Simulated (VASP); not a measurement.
# Zr3S2 (R32) in VASP: a series of runs

The runs below take Zr3S2 through single point, with PBE.

All numbers are computed with VASP 6.6.1; they aren't measurements. Logs are shortened: lines on timing, memory, paths and dates and some standing lists are left out, and cuts for length are marked.

## 1. The cell of the first run

Symmetry: R32, No. 155, trigonal system. Conventional cell: a = 5.501 Å, b = 5.501 Å, c = 9.919 Å, α = 90.00°, β = 90.00°, γ = 120.00°. Within 3.3 Å of Zr (site symmetry 2) lie 4 S at 2.47 to 2.48 Å and 6 Zr at 3.15 to 3.22 Å. Within 3.3 Å of S (site symmetry 3) lie 6 Zr at 2.47 to 2.48 Å and 4 S at 3.18 to 3.28 Å.

## 2. Single point, PBE (strain -0.050 along x and y, -0.050 along z)

Input file INCAR:

```
ALGO = Normal
EDIFF = 1E-6
ENCUT = 520
GGA = PE
ISIF = 2
ISMEAR = 0
LASPH = True
LCHARG = True
LELF = True
LREAL = False
LVHAR = True
LWAVE = False
NBANDS = 32
NELM = 100
PREC = Accurate
SIGMA = 0.15
```

Input file KPOINTS:

```
k-points
0
Gamma
  12 12 12
```

Input file POSCAR:

```
Zr3S2
1.0
    2.7504512434      1.5879737658      3.3063555001
   -2.7504512434      1.5879737658      3.3063555001
    0.0000000000     -3.1759475315      3.3063555001
Zr S
3 2
Direct
    0.1621066357      0.8378933643      0.5000000000
    0.5000000000      0.1621066357      0.8378933643
    0.8378933643      0.5000000000      0.1621066357
    0.3347765468      0.3347765468      0.3347765468
    0.6652234532      0.6652234532      0.6652234532
```

Potentials or basis: VASP PAW PBE potentials, release 64 (Zr_sv, S).

Command:

```console
cat potpaw_PBE.64/Zr_sv/POTCAR potpaw_PBE.64/S/POTCAR > POTCAR
mpirun -np 1 vasp_std > vasp.out
```

OUTCAR:

```text
EDIFF = 1E-6
   ENCUT = 520
   GGA = PE
   ISIF = 2
   ISMEAR = 0
   LASPH = True
   LREAL = False
   NELM = 100
   PREC = Accurate

 ion  position               nearest neighbor table
   1  0.162  0.838  0.500-   4 2.47   5 2.47   5 2.48   4 2.48   2 3.15   3 3.15   3 3.15   2 3.15
                             3 3.22   2 3.22   2 3.31   3 3.31
   2  0.500  0.162  0.838-   4 2.47   5 2.47   4 2.48   5 2.48   1 3.15   1 3.15   3 3.15   3 3.15
                             3 3.22   1 3.22   1 3.31   3 3.31
   3  0.838  0.500  0.162-   5 2.47   4 2.47   5 2.48   4 2.48   1 3.15   1 3.15   2 3.15   2 3.15
                             2 3.22   1 3.22   1 3.31   2 3.31
   4  0.335  0.335  0.335-   2 2.47   3 2.47   1 2.47   2 2.48   1 2.48   3 2.48
   5  0.665  0.665  0.665-   3 2.47   2 2.47   1 2.47   3 2.48   1 2.48   2 2.48

  LATTYP: Found a trigonal (rhomboedric) cell.
 ALAT       =     4.5846078803
 COS(alpha) =     0.2801640970

  Lattice vectors:

 A1 = (   2.7504512434,   1.5879737658,   3.3063555001)
 A2 = (  -2.7504512434,   1.5879737658,   3.3063555001)
 A3 = (   0.0000000000,  -3.1759475315,   3.3063555001)

Analysis of symmetry for initial positions (statically):
=====================================================================
 Subroutine PRICEL returns:
 Original cell was already a primitive cell.

 Routine SETGRP: Setting up the symmetry group for a
 trigonal (rhombohedral) supercell.

 Subroutine GETGRP returns: Found  6 space group operations
 (whereof  6 operations were pure point group operations)
 out of a pool of 12 trial point group operations.

The static configuration has the point symmetry D_3 .

Analysis of symmetry for dynamics (positions and initial velocities):
=====================================================================
 Subroutine PRICEL returns:
 Original cell was already a primitive cell.

 Routine SETGRP: Setting up the symmetry group for a
 trigonal (rhombohedral) supercell.

 Subroutine GETGRP returns: Found  6 space group operations
 (whereof  6 operations were pure point group operations)
 out of a pool of 12 trial point group operations.

The dynamic configuration has the point symmetry D_3 .

 Subroutine INISYM returns: Found  6 space group operations
 (whereof  6 operations are pure point group operations),
 and found     1 'primitive' translations

----------------------------------------------------------------------------------------

                                     Primitive cell

  volume of cell :      86.6459

  direct lattice vectors                    reciprocal lattice vectors
     2.750451243  1.587973766  3.306355500     0.181788352  0.104955554  0.100815939
    -2.750451243  1.587973766  3.306355500    -0.181788352  0.104955554  0.100815939
     0.000000000 -3.175947531  3.306355500     0.000000000 -0.209911108  0.100815939

  length of vectors
     4.584607880  4.584607880  4.584607880     0.232865899  0.232865899  0.232865899

  position of ions in fractional coordinates (direct lattice)
     0.162106636  0.837893364  0.500000000
     0.500000000  0.162106636  0.837893364
     0.837893364  0.500000000  0.162106636
     0.334776547  0.334776547  0.334776547
     0.665223453  0.665223453  0.665223453

  ion indices of the primitive-cell ions
   primitive index   ion index
                 1           1
                 2           2
                 3           3
                 4           4
                 5           5

----------------------------------------------------------------------------------------

 KPOINTS: k-points

Automatic generation of k-mesh.
 Grid dimensions read from file:
 generate k-points for:   12   12   12

 Generating k-lattice:

  Cartesian coordinates                     Fractional coordinates (reciprocal lattice)
     0.015149029  0.008746296  0.008401328     0.083333333 -0.000000000 -0.000000000
    -0.015149029  0.008746296  0.008401328    -0.000000000  0.083333333 -0.000000000
     0.000000000 -0.017492592  0.008401328     0.000000000  0.000000000  0.083333333

  Length of vectors
     0.019405492  0.019405492  0.019405492

  Shift w.r.t. Gamma in fractional coordinates (k-lattice)
     0.000000000  0.000000000  0.000000000

 Subroutine IBZKPT returns following result:
 ===========================================

 Found    189 irreducible k-points:

 Following reciprocal coordinates:
            Coordinates               Weight
  0.000000  0.000000  0.000000      1.000000
  0.083333  0.000000  0.000000      6.000000
  0.166667  0.000000  0.000000      6.000000
  0.250000  0.000000  0.000000      6.000000
  0.333333 -0.000000  0.000000      6.000000
  0.416667  0.000000  0.000000      6.000000
[... 16 lines left out ...]
  0.500000  0.166667  0.000000     12.000000
 -0.416667  0.166667  0.000000     12.000000
 [... further k-points ...]
   k-points           NKPTS =    189   k-points in BZ     NKDIM =    189   number of bands    NBANDS=     32
   number of dos      NEDOS =    301   number of ions     NIONS =      5
   total plane-waves  NPLWV =  46656
   dimension x,y,z NGX =    36 NGY =   36 NGZ =   36
   dimension x,y,z NGXF=    72 NGYF=   72 NGZF=   72
   ions per type =               3   2
   NGX,Y,Z   is equivalent  to a cutoff of  13.05, 13.05, 13.05 a.u.
   NGXF,Y,Z  is equivalent  to a cutoff of  26.11, 26.11, 26.11 a.u.
 SYSTEM =  unknown system
   PREC   = accura    normal or accurate (medium, high low for compatibility)
   ISTART =      0    job   : 0-new  1-cont  2-samecut
   ICHARG =      2    charge: 1-file 2-atom 10-const
   ISPIN  =      1    spin polarized calculation?
   LNONCOLLINEAR =      F non collinear calculations
   LSORBIT =      F    spin-orbit coupling
   LASPH  =      T    aspherical Exc in radial PAW
   ENCUT  =  520.0 eV  38.22 Ry    6.18 a.u.   8.52  8.52  8.52*2*pi/ulx,y,z
   NELM   =    100;   NELMIN=  2; NELMDL= -5     # of ELM steps
   EDIFF  = 0.1E-05   stopping-criterion for ELM
   LREAL  =      F    real-space projection
   EDIFFG = 0.1E-04   stopping-criterion for IOM
   NSW    =      0    number of steps for IOM
   IBRION =     -1    ionic relax: 0-MD 1-quasi-New 2-CG
   NFREE  =      0    steps in history (QN), initial steepest desc. (CG)
   ISIF   =      2    stress and relaxation
   ISYM   =      2    0-nonsym 1-usesym 2-fastsym
   POTIM  = 0.5000    time-step for ionic-motion
   TEBEG  =    0.0;   TEEND  =   0.0 temperature during run
   PSTRESS=    0.0 pullay stress
   NELECT =      48.0000    total number of electrons
   NUPDOWN=      -1.0000    fix difference up-down
   EMIN   =  10.00;   EMAX   =-10.00  energy-range for DOS
   EFERMI =   0.00;   METHOD = LEGACY
   ISMEAR =     0;   SIGMA  =   0.15  broadening in eV -4-tet -1-fermi 0-gaus
   EFERMI_NEDOS =   21; number of points for ismear=-14 and -15
   IALGO  =     38    algorithm
   IMIX   =      4    mixing-type and parameters
     AMIX     =   0.40;   BMIX     =  1.00
     AMIX_MAG =   1.60;   BMIX_MAG =  1.00
  volume/ion in A,a.u.               =      17.33       116.94
  Fermi-wavevector in a.u.,A,eV,Ry     =   1.344536  2.540805 24.596313  1.807778
  Thomas-Fermi vector in A             =   2.472522
   LORBIT       =      0    0 simple, 1 ext, 2 COOP (PROOUT), +10 PAW based schemes
   GGA     = PE    functional components
   LHFCALC =     F    Hartree Fock is set to
   AEXX    =    0.0000 exact exchange contribution
   IVDW    =     0    specifies the selected vdW correction
   LEPSILON=     F    determine dielectric tensor
   LRPA    =     F    only Hartree local field effects (RPA)
 non-spin polarized calculation
 Gauss-broadening in eV      SIGMA  =   0.15
  energy-cutoff  :      520.00
  volume of cell :       86.65
 maximum number of plane-waves:      2356
 NGX is ok and might be reduce to    36
   NGX = 17   NGY = 17   NGZ = 17

 number of electron      47.9999997 magnetization

 Free energy of the ion-electron system (eV)
  ---------------------------------------------------
  ext. energy  EPLUGINS =         0.00000000
  ---------------------------------------------------
  free energy    TOTEN  =       -38.22894649 eV

  energy without entropy =      -38.20260774  energy(sigma->0) =      -38.21577711

 E-fermi :  10.7903     XC(G=0): -11.6672

 val. band max:       10.7861292304   @ k =   0.2500   0.1667   0.0833
 cond. band min:      10.7903792611   @ k =   0.3333   0.0833  -0.0000
 fundamental gap:      0.0042500306
 Fermi energy:        10.7903395351

 k-point     1 :       0.0000    0.0000    0.0000
  band No.  band energies     occupation
      1     -37.8929      2.00000
      2     -37.7321      2.00000
      3     -37.7321      2.00000
      4     -16.2527      2.00000
      5     -16.2319      2.00000
      6     -16.1946      2.00000
[... 24 lines left out ...]
     31      14.7930      0.00000
     32      15.4382      0.00000

 k-point     2 :       0.0833    0.0000    0.0000
  band No.  band energies     occupation
      1     -37.8900      2.00000
      2     -37.7365      2.00000
      3     -37.7306      2.00000
      4     -16.2936      2.00000
      5     -16.2715      2.00000
      6     -16.1968      2.00000
[... 24 lines left out ...]
     31      14.9673      0.00000
     32      15.3646      0.00000

 k-point     3 :       0.1667    0.0000    0.0000
  band No.  band energies     occupation
      1     -37.8813      2.00000
      2     -37.7443      2.00000
      3     -37.7312      2.00000
      4     -16.3390      2.00000
      5     -16.3219      2.00000
      6     -16.2142      2.00000
[... 24 lines left out ...]
     31      15.0710      0.00000
     32      15.3286      0.00000

 k-point     4 :       0.2500    0.0000    0.0000
  band No.  band energies     occupation
      1     -37.8678      2.00000
      2     -37.7560      2.00000
      3     -37.7330      2.00000
      4     -16.3668      2.00000
      5     -16.3575      2.00000
      6     -16.2366      2.00000
[... 654 lines left out ...]
     31      15.0423      0.00000
     32      15.3530      0.00000

 k-point    23 :       0.5000    0.1667    0.0000
  band No.  band energies     occupation
      1     -37.8162      2.00000
      2     -37.7947      2.00000
      3     -37.7449      2.00000
      4     -16.3929      2.00000
      5     -16.3694      2.00000
      6     -16.2888      2.00000
[... 24 lines left out ...]
     31      14.8072      0.00000
     32      15.2648      0.00000

 k-point    24 :      -0.4167    0.1667    0.0000
  band No.  band energies     occupation
      1     -37.8132      2.00000
      2     -37.7957      2.00000
      3     -37.7472      2.00000
      4     -16.3898      2.00000
      5     -16.3352      2.00000
      6     -16.2763      2.00000
[... 24 lines left out ...]
     31      14.5664      0.00000
     32      15.1505      0.00000

 [... further k-points ...]
[... 5 lines left out ...]
  --------------------------------------------------------------------------------------
  -------------------------------------------------------------------------------------
  Total       13.3821848     13.3821848     14.7061128      0.0000000      0.0000000      0.0000000
  in kB      247.4511821    247.4511821    271.9320539      0.0000000      0.0000000      0.0000000
  external PRESSURE =     255.6114727 kB  Pullay stress =       0.0000000 kB

 VOLUME and BASIS-vectors are now :
 -----------------------------------------------------------------------------
  energy-cutoff  :      520.00
  volume of cell :       86.65
      direct lattice vectors                 reciprocal lattice vectors
     2.750451243  1.587973766  3.306355500     0.181788352  0.104955554  0.100815939
    -2.750451243  1.587973766  3.306355500    -0.181788352  0.104955554  0.100815939
     0.000000000 -3.175947531  3.306355500     0.000000000 -0.209911108  0.100815939

 POSITION                                       TOTAL-FORCE (eV/Angst)
 -----------------------------------------------------------------------------------
     -1.85872      0.00000      4.95953        -0.546253      0.000000     -0.000000
      0.92936     -1.60970      4.95953         0.273126     -0.473069      0.000000
      0.92936      1.60970      4.95953         0.273126      0.473069      0.000000
      0.00000      0.00000      3.32067        -0.000000      0.000000      0.072128
      0.00000      0.00000      6.59840        -0.000000     -0.000000     -0.072128
 -----------------------------------------------------------------------------------
    total drift:                               -0.000000     -0.000000      0.000000

  FREE ENERGIE OF THE ION-ELECTRON SYSTEM (eV)
  ---------------------------------------------------
  free  energy   TOTEN  =       -38.2289464942 eV

  energy  without entropy=      -38.2026077354  energy(sigma->0) =      -38.21577711
```

Run time: 6 min. Hardware: 1 thread of Intel Xeon Platinum 8488C (Sapphire Rapids), shared host; peak memory 0.5 GiB.

Results:

```yaml
Free_energy: -38.2289 eV
Pressure: 25.6 GPa
Largest_force: 0.546 eV/Å
Band_gap_on_the_k_mesh: zero (band 24 reaches 11.08 eV, above the bottom of band 25 at 10.71 eV)
```

Forces in eV/Å, atoms in the order of the input:
```
Zr  -0.546  0.000  0.000
Zr   0.273 -0.473  0.000
Zr   0.273  0.473  0.000
S    0.000  0.000  0.072
S    0.000  0.000 -0.072
```

Stress tensor (GPa, compression positive):
```
24.75  0.00  0.00
 0.00 24.75  0.00
 0.00  0.00 27.19
```

Levels at points of the mesh, in eV from the Fermi level:
```
           k point  band 20  band 21  band 22  band 23  band 24  band 25  band 26  band 27  band 28  band 29
(0.00, 0.00, 0.00)    -4.25    -2.91    -2.24     0.16     0.16     0.77     0.77     2.47     3.30     3.30
(0.50, 0.00, 0.00)    -3.88    -1.32    -1.32    -1.10    -0.83    -0.06     1.11     2.02     2.24     2.96
(0.50, 0.50, 0.00)    -3.87    -2.37    -1.47    -0.91    -0.35    -0.08     1.00     2.23     2.35     2.53
(0.50, 0.50, 0.50)    -4.67    -0.90    -0.36    -0.26    -0.26     0.28     0.28     1.23     1.23     2.68
```

Caveat: the cell differs from its parent crystal (strain -0.050 along x and y, -0.050 along z).

## 3. Single point, PBE (strain -0.050 along x and y, -0.025 along z)

Input file INCAR:

```
PREC     = Accurate       # precision mode
ENCUT    = 520            # plane-wave cutoff, eV
EDIFF    = 1E-6           # SCF threshold, eV
ISMEAR   = 0              # smearing method
SIGMA    = 0.15           # smearing width, eV
LREAL    = False          # projectors in reciprocal space
LASPH    = True           # aspherical terms in the spheres
NELM     = 100            # most SCF steps
ALGO     = Normal         # electronic algorithm
ISIF     = 2              # what is computed and relaxed
LWAVE    = False          # write WAVECAR
LCHARG   = True           # write CHGCAR
GGA      = PE             # functional
LELF     = True           # ELF
LVHAR    = True         
NBANDS   = 32             # bands
```

Input file KPOINTS:

```
regular mesh
0
Gamma
  12 12 12
```

POSCAR, as its differences from that of step 2:

```diff
@@ -2,5 +2,5 @@
 1.0
-    2.7504512434      1.5879737658      3.3063555001
-   -2.7504512434      1.5879737658      3.3063555001
-    0.0000000000     -3.1759475315      3.3063555001
+    2.7504512434      1.5879737658      3.3933648554
+   -2.7504512434      1.5879737658      3.3933648554
+    0.0000000000     -3.1759475315      3.3933648554
 Zr S
```

Potentials or basis: VASP PAW PBE potentials, release 64 (Zr_sv, S).

Command:

```console
cat potpaw_PBE.64/Zr_sv/POTCAR potpaw_PBE.64/S/POTCAR > POTCAR
mpirun -np 1 vasp_std > vasp.out
```

It took 5.1 min on 1 thread of Intel Xeon Platinum 8488C (Sapphire Rapids), shared host; peak memory 0.5 GiB.

Results (log left out):

| Item | Value |
| --- | --- |
| Free energy | -38.5558 eV |
| Pressure | 19.8 GPa |
| Largest force | 0.459 eV/Å |
| Band gap on the k mesh | zero (band 24 reaches 10.73 eV, above the bottom of band 25 at 10.29 eV) |

Forces in eV/Å, atoms in the order of the input:
```
Zr  -0.459  0.000  0.000
Zr   0.229 -0.397  0.000
Zr   0.229  0.397  0.000
S    0.000  0.000  0.044
S    0.000  0.000 -0.044
```

Stress tensor (GPa, compression positive):
```
20.38  0.00  0.00
 0.00 20.38  0.00
 0.00  0.00 18.73
```

Levels at points of the mesh, in eV from the Fermi level:
```tsv
k point	band 20	band 21	band 22	band 23	band 24	band 25	band 26	band 27	band 28	band 29
(0.00, 0.00, 0.00)	-4.15	-2.88	-2.11	0.15	0.15	0.76	0.76	2.24	3.21	3.21
(0.50, 0.00, 0.00)	-3.71	-1.30	-1.29	-1.03	-0.76	-0.10	1.07	1.97	2.17	2.98
(0.50, 0.50, 0.00)	-3.77	-2.28	-1.36	-0.91	-0.37	-0.16	1.02	2.20	2.28	2.51
(0.50, 0.50, 0.50)	-4.53	-0.88	-0.48	-0.21	-0.21	0.37	0.37	1.23	1.23	2.37
```

Caveat: the cell differs from its parent crystal (strain -0.050 along x and y, -0.025 along z).
